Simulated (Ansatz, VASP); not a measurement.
## One calculation of Ce, two programs

POSCAR

```
Ce
1.0
    0.0000000000      2.3390384114      2.3390384114
    2.3390384114      0.0000000000      2.3390384114
    2.3390384114      2.3390384114      0.0000000000
Ce
1
Direct
    0.0000000000      0.0000000000      0.0000000000
```

File INCAR.step1:

```
PREC = Accurate
ENCUT = 520
ISMEAR = 0
SIGMA = 0.6
LREAL = False
LASPH = True
NELM = 100
NBANDS = 12
GGA = PE
ALGO = Normal
EDIFF = 1E-4
LWAVE = True
LCHARG = False
```

File INCAR.step2:

```
PREC = Accurate
ENCUT = 520
EDIFF = 1E-6
ISMEAR = 0
SIGMA = 0.6
LREAL = False
LASPH = True
NELM = 100
ALGO = Normal
ISIF = 2
LWAVE = False
LCHARG = True
METAGGA = R2SCAN
LMIXTAU = True
LELF = True
LVHAR = True
NBANDS = 12
ISTART = 1
```

File KPOINTS:

```
Automatic mesh
0
Gamma
  12 12 12
```

Input for Ansatz:

```yaml
crystal:
  lattice:
    - [0.0, 2.3390384114, 2.3390384114]
    - [2.3390384114, 0.0, 2.3390384114]
    - [2.3390384114, 2.3390384114, 0.0]
  atoms:
    - { symbol: Ce, position: [0.0, 0.0, 0.0] }
hamiltonian:
  xc: r2scan
  pseudopotentials:
    kind: paw
    azcp:
      Ce: "pseudopotentials/Ce.paw.azcp"
basis:
  ecutwfc: 500
  fft_grid_basis: typed
kpoints:
  mp_grid: { grid: [12, 12, 12], shift: [0, 0, 0] }
magnetization:
  spin_polarized: false
scf:
  occupations: { method: gaussian, width: 0.6 }
  lower_state_search: "off"
output:
  stress: true
```

Alike in both runs: task single point; functional r2SCAN; k mesh 12 × 12 × 12; occupations gaussian, width 0.6 eV; no spin polarisation.

```csv
,VASP,Ansatz
version,VASP 6.6.1,Ansatz 0.2.0
potentials or method,"VASP PAW PBE potentials, release 64 (Ce), cutoff 520 eV","plane waves (500 eV) with PAW, scalar-relativistic"
valence electrons in the cell,12,12
```

```tsv
	VASP	Ansatz	Ansatz less VASP
pressure (GPa)	1.7	2.0	+0.25
```

VASP's potentials were made for PBE, not for r2SCAN. Ansatz's warnings: negative readings unjudged, scf continued from solved bands.

Spin-orbit coupling is off throughout.
